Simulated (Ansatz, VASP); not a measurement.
Se in VASP and in Ansatz

INCAR

```
  PREC = Accurate
  ENCUT = 520
  EDIFF = 1E-6
  ISMEAR = -1
  SIGMA = 0.1
  LREAL = False
  LASPH = True
  NELM = 80
  ALGO = Normal
  ISIF = 2
  LWAVE = False
  LCHARG = False
  GGA = PE
  NBANDS = 13
```

KPOINTS

```
Automatic mesh
0
Gamma
  16 16 16
```

POSCAR

```
Se
1.0
   -2.6679285504      2.6679285504      1.3392493251
    2.6679285504     -2.6679285504      1.3392493251
    2.6679285504      2.6679285504     -1.3392493251
Se
2
Direct
   -0.3750000000     -0.1250000000     -0.2500000000
    0.3750000000      0.1250000000      0.2500000000
```

Input for Ansatz:

```yaml
crystal:
  lattice:
    - [-2.6679285504, 2.6679285504, 1.3392493251]
    - [2.6679285504, -2.6679285504, 1.3392493251]
    - [2.6679285504, 2.6679285504, -1.3392493251]
  atoms:
    - { symbol: Se, position: [-0.375, -0.125, -0.25] }
    - { symbol: Se, position: [0.375, 0.125, 0.25] }
kpoints:
  mp_grid: { grid: [16, 16, 16] }
  band_path:
    path:
      - [0.0, 0.0, 0.0]
      - [0.0, 0.0, 0.5]
      - [-0.5, 0.5, 0.5]
      - [0.0, 0.0, 0.0]
      - [0.3129962201, 0.3129962201, -0.3129962201]
      - [-0.3129962201, 0.6870037799, 0.3129962201]
      - [-0.5, 0.5, 0.5]
      - [0.0, 0.0, 0.5]
      - [0.25, 0.25, 0.25]
    npoints: 8
scf:
  occupations: { method: fermi_dirac, width: 0.1 }
hamiltonian:
  xc: pbe
  pseudopotentials: { kind: paw }
output:
  forces: true
  stress: true
  eigenvalues: true
  populations: true
  dos: { projected: true, de: 0.2, e_range: [-14, 8] }
```

Change from the starting cell: volume scaled by 0.84, PAW files.

Alike in both runs: task single point; functional PBE; k mesh 16 × 16 × 16; occupations fermi-dirac, width 0.1 eV; no spin polarisation.

|  | VASP | Ansatz |
| --- | --- | --- |
| version | VASP 6.6.1 | Ansatz 0.2.0 |
| potentials or method | VASP PAW PBE potentials, release 64 (Se) | PAW with Ansatz's default frozen-core files, scalar-relativistic |
| plane-wave cutoff (eV) | 520 | 420 |
| valence electrons in the cell | 12 | 32 |

```csv
,VASP,Ansatz,Ansatz less VASP
pressure (GPa),16.4,16.3,-0.11
```

VASP's potentials hold 12 valence electrons a cell and Ansatz's 32, so a difference there can come from the potentials and not from the codes.
